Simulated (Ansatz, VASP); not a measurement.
Two plane-wave programs on Al9H

File INCAR:

```
PREC = Accurate ; ENCUT = 520
EDIFF = 1E-6 ; ISMEAR = 0
SIGMA = 0.1 ; LREAL = False
LASPH = True ; NELM = 100
ALGO = Normal ; ISIF = 2
LWAVE = False ; LCHARG = True
LDIPOL = True ; IDIPOL = 3
DIPOL = 0.5 0.5 0.311 ; GGA = PE
LELF = True ; LVHAR = True
LVACPOTAV = True ; NBANDS = 25
```

KPOINTS

```
Automatic mesh
0
Gamma
  9 3 1
```

Contents of POSCAR:

```
Al9H
1.0
    2.8543223330      0.0000000000      0.0000000000
   -1.4271611665      9.7033329366      0.0000000000
    0.0000000000      0.0000000000     21.7902708969
Al H
9 1
Direct
    0.5324485604      0.0648971207      0.1835681630
    0.6709687938      0.3419375876      0.2292758741
    0.2986728405      0.5973456810      0.2384174163
    0.9263768872      0.8527537744      0.2475589585
    0.0639738222      0.1277383808      0.2937147080
    0.1995905480      0.4042696935      0.3452583266
    0.8288544886      0.6597110299      0.3524478004
    0.4526361687      0.9111292155      0.3607640453
    0.5925232094      0.1814597089      0.4034034702
    0.8425232094      0.4314597089      0.4575560783
```

Input for Ansatz:

```yaml
crystal:
  lattice:
    - [2.854322333, 0.0, 0.0]
    - [-1.4271611665, 9.7033329366, 0.0]
    - [0.0, 0.0, 21.7902708969]
  atoms:
    - { symbol: Al, position: [0.5324485604, 0.0648971207, 0.183568163] }
    - { symbol: Al, position: [0.6709687938, 0.3419375876, 0.2292758741] }
    - { symbol: Al, position: [0.2986728405, 0.597345681, 0.2384174163] }
    - { symbol: Al, position: [0.9263768872, 0.8527537744, 0.2475589585] }
    - { symbol: Al, position: [0.0639738222, 0.1277383808, 0.293714708] }
    - { symbol: Al, position: [0.199590548, 0.4042696935, 0.3452583266] }
    - { symbol: Al, position: [0.8288544886, 0.6597110299, 0.3524478004] }
    - { symbol: Al, position: [0.4526361687, 0.9111292155, 0.3607640453] }
    - { symbol: Al, position: [0.5925232094, 0.1814597089, 0.4034034702] }
    - { symbol: H, position: [0.8425232094, 0.4314597089, 0.4575560783] }
basis:
  ecutwfc: 420
kpoints:
  mp_grid: { grid: [9, 3, 1] }
hamiltonian:
  xc: pbe
scf:
  occupations: { method: gaussian, width: 0.1 }
output:
  forces: true
  eigenvalues: true
efield:
  axis: 3
  dipole_correction: true
  ramp_width: 0.04
```

Alike in both runs: task single point; functional PBE; k mesh 9 × 3 × 1; occupations gaussian, width 0.1 eV; no spin polarisation.

|  | VASP | Ansatz |
| --- | --- | --- |
| version | VASP 6.6.1 | Ansatz 0.2.0 |
| potentials or method | VASP PAW PBE potentials, release 64 (Al, H), cutoff 520 eV | scalar-relativistic, plane waves, PAW |
| valence electrons in the cell | 28 | 28 |

```csv
,VASP,Ansatz,Ansatz less VASP
gap on the k mesh at the Fermi level (eV),none,none,-
rms of the force components (eV/Å),0.273,0.273,+0.0003
"work function, face that differs most (eV)",4.25,4.25,-0.002
```

Atom by atom the forces differ by 0.001 eV/Å (rms over components). A gap of «none» marks a metal or a gap that the smearing closes. The functional is the same, so the differences come from potentials, cutoffs and numerics.
